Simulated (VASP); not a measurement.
K2S:

```
CELL_PARAMETERS angstrom
0.00000 3.70276 3.70276
3.70276 0.00000 3.70276
3.70276 3.70276 0.00000
ATOMIC_POSITIONS crystal
S 0.00000 0.00000 0.00000
K 0.25000 0.25000 0.25000
K 0.75000 0.75000 0.75000
```

Base run:

- Program: VASP 6.6.1
- Functional: PBE
- Potentials or basis: VASP PAW PBE potentials, release 64 (S, K_sv)
- Cutoff: 500 eV
- k mesh: 4 × 4 × 4
- Occupations: gaussian, width 0.01 eV
- Spin: no spin polarisation

Its results: band gap on the k mesh 2.38 eV (least direct gap 2.57 eV); pressure 0.5 GPa.

Problem. After a change of settings the same cell gave: band gap on the k mesh 3.50 eV (least direct gap 3.68 eV); pressure 0.1 GPa. Which change was it?
A. functional from PBE to HSE06; cutoff from 500 eV to 400 eV
B. functional from PBE to PBE-based screened hybrid with 40 % exact exchange; cutoff from 500 eV to 400 eV
C. functional from PBE to PBE-based screened hybrid with 30 % exact exchange; cutoff from 500 eV to 400 eV

Solution. C.

Caveats: the structure was generated, so it needn't be the stable form of K2S; the PAW data sets were made with another functional, which shifts forces and pressure a little (at least some runs).
